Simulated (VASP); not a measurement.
Write the native input for VASP 6.6.1 that does the following.

```
Task                   : single point
Functional             : r2SCAN
Potentials or basis    : VASP PAW PBE potentials, release 64 (Mo_sv)
Cutoff                 : 520 eV
k mesh                 : 24 × 24 × 24
Occupations            : gaussian, width 0.15 eV
Spin                   : no spin polarisation
Dipole correction      : no
Further INCAR settings : ALGO = Normal; EDIFF = 1e-06; NBANDS = 13
```

The system is Mo.

```
Mo
1.0
     2.74882    0.00000    0.00000
    -1.37441    2.38055    0.00000
     0.00000    0.00000    2.49589
Mo
1
Direct
  0.00000 0.00000 0.50000
```

This cell differs from its parent crystal: strain +0.000 along x and y, -0.015 along z.

The input as run:

POSCAR

```
Mo
1.0
    2.7488179334      0.0000000000      0.0000000000
   -1.3744089667      2.3805461607      0.0000000000
    0.0000000000      0.0000000000      2.4958920287
Mo
1
Direct
    0.0000000000      0.0000000000      0.5000000000
```

INCAR.step1

```
PREC = Accurate
ENCUT = 520
ISMEAR = 0
SIGMA = 0.15
LREAL = False
LASPH = True
NELM = 60
NBANDS = 13
GGA = PE
ALGO = Normal
EDIFF = 1E-4
LWAVE = True
LCHARG = False
```

INCAR.step2

```
PREC = Accurate
ENCUT = 520
EDIFF = 1E-6
ISMEAR = 0
SIGMA = 0.15
LREAL = False
LASPH = True
NELM = 60
ALGO = Normal
ISIF = 2
LWAVE = False
LCHARG = False
METAGGA = R2SCAN
LMIXTAU = True
NBANDS = 13
ISTART = 1
```

KPOINTS

```
Automatic mesh
0
Gamma
  24 24 24
```

Potentials or basis: VASP PAW PBE potentials, release 64 (Mo_sv).

Run with:

```console
$ cat potpaw_PBE.64/Mo_sv/POTCAR > POTCAR
$ cp INCAR.step1 INCAR
$ mpirun -np 1 vasp_std > vasp.out
$ cp INCAR.step2 INCAR
$ mpirun -np 1 vasp_std > vasp.out
```

It gave:

- Pressure: 4.2 GPa
- Band gap on the k mesh: zero (band 7 reaches 12.63 eV, above the bottom of band 8 at 10.75 eV)

Caveat: the cell differs from its parent crystal (strain +0.000 along x and y, -0.015 along z); the PAW data sets were made with another functional, which shifts forces and pressure a little.

Run time: 3.7 min on 1 thread of Intel(R) Xeon(R) 6975P-C (Granite Rapids) (shared host), peak memory 0.26 GiB.
